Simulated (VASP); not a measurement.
Here is a VASP 6.6.1 calculation.

File INCAR:

```
SYSTEM = CdSe
  PREC = Accurate
  ENCUT = 520
  EDIFF = 1E-6
  ISMEAR = 0
  SIGMA = 0.01
  LREAL = .False.
  LASPH = .True.
  NELM = 80
  ALGO = Normal
  ISIF = 2
  LWAVE = .False.
  LCHARG = .True.
  GGA = PE
  LELF = .True.
  LVHAR = .True.
  NBANDS = 16
```

File KPOINTS:

```
regular mesh
0
Gamma
  4 4 4
  0 0 0
```

Contents of POSCAR:

```
CdSe
1.0
   -0.1534428726      3.0370493315      3.0370493315
    3.0370493315     -0.1534428726      3.0370493315
    3.0370493315      3.0370493315     -0.1534428726
Cd Se
1 1
Direct
   -0.0049977614     -0.0049977614     -0.0049977614
    0.2549977614      0.2549977614      0.2549977614
```

Potentials or basis: VASP PAW PBE potentials, release 64 (Cd, Se).

The run is started by

```bash
$ cat potpaw_PBE.64/Cd/POTCAR potpaw_PBE.64/Se/POTCAR > POTCAR
$ mpirun -np 1 vasp_std > vasp.out
```

(1) Predict the band gap on the k mesh.

(2) What does it give for the largest force?

(3) Predict the pressure.

Results:

(1) 0.38 eV, direct.

(2) 0.009 eV/Å.

(3) -0.2 GPa.

Caveat: the k points lie up to 0.43 Å⁻¹ apart; the cell differs from its parent crystal (epitaxial 111 strain +4.0%).
